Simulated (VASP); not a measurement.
GeSb2Te4 (km), 7 atoms in the cell. Symmetry: I-4m2, No. 119, tetragonal system. The conventional cell has a = 6.014 Å, b = 6.014 Å, c = 11.888 Å, α = 90.00°, β = 90.00°, γ = 90.00°. Within 3.8 Å of Ge (site symmetry -4m2) lie 6 Te at 2.92 to 3.01 Å. Within 4.0 Å of Sb (site symmetry -4m2) lie 6 Te at 3.01 to 3.03 Å. Sb (site symmetry -4m2) has 6 Te at 3.01 to 3.05 Å within 4.0 Å. Te (site symmetry 2mm) has 2 Ge at 3.01 Å and 3 Sb at 3.01 to 3.05 Å within 4.0 Å. Te (site symmetry 2mm) has 1 Ge at 2.92 Å and 3 Sb at 3.01 to 3.03 Å within 3.8 Å. 

| Item | Value |
| --- | --- |
| Program | VASP 6.6.1 |
| Task | single point |
| Functional | PBEsol |
| Potentials or basis | VASP PAW PBE potentials, release 64 (Ge_d, Sb, Te) |
| Cutoff | 520 eV |
| k mesh | 4 × 4 × 4 |
| Occupations | gaussian, width 0.1 eV |
| Spin | no spin polarisation |
| Dipole correction | no |
| Further INCAR settings | ALGO = Normal; EDIFF = 1e-07; NBANDS = 33 |

Potentials or basis: VASP PAW PBE potentials, release 64 (Ge_d, Sb, Te).

The run is started by

```sh
$ cat potpaw_PBE.64/Ge_d/POTCAR potpaw_PBE.64/Sb/POTCAR potpaw_PBE.64/Te/POTCAR > POTCAR
$ mpirun -np 1 vasp_std > vasp.out
```

Hardware: 1 thread of Intel(R) Xeon(R) 6975P-C (Granite Rapids), on a shared host.

Task: Estimate the wall time of this run.

Result: Run time: 95 s on 1 thread of Intel(R) Xeon(R) 6975P-C (Granite Rapids) (shared host), peak memory 0.41 GiB. Counts: scf iterations 15, k points 13.
